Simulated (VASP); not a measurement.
Runs of VASP 6.6.1 on GaP. The structure is that of space group R-3m (No. 166), or close to it. The cells are those of the table. 

```tsv
cell	gap on the mesh (eV)	pressure (GPa)	largest force (eV/Å)
a = 6.265 Å, angles 37.0°, 4 atoms	0.27	(b)	2.84
a = 7.167 Å, angles 29.6°, 4 atoms	(a)	5.2	1.05
a = 6.402 Å, angles 35.6°, 4 atoms	0.58	(c)	1.70
a = 6.544 Å, angles 34.4°, 4 atoms	0.91	5.0	0.80
a = 6.279 Å, angles 35.6°, 4 atoms	0.68	12.2	2.23
```

Alike in all rows: task single point; level PBE; potentials or basis VASP PAW PBE potentials, release 64 (Ga_d, P); no spin polarisation; k mesh 9 × 9 × 9; cutoff (eV) 520; smearing gaussian 0.05 eV.

**Question.** Estimate the missing entries.

**Answer.** (a) 0.04; (b) 7.8; (c) 6.1.

Caveats: semilocal functionals underestimate gaps, and a narrow one can read as zero (at least some runs); forces of over 1 eV/Å act on the atoms, so gaps and moduli don't describe the material at rest (at least some runs); the stress differs along the axes, from -3 to 29 GPa (at least some runs); the stress differs along the axes, from -9 to 12 GPa (at least some runs); the stress differs along the axes, from -1 to 19 GPa (at least some runs); the stress differs along the axes, from 2 to 12 GPa (at least some runs); the stress differs along the axes, from 4 to 29 GPa (at least some runs).

A k mesh can miss the band edges, and the runs leave out spin-orbit coupling on Ga.
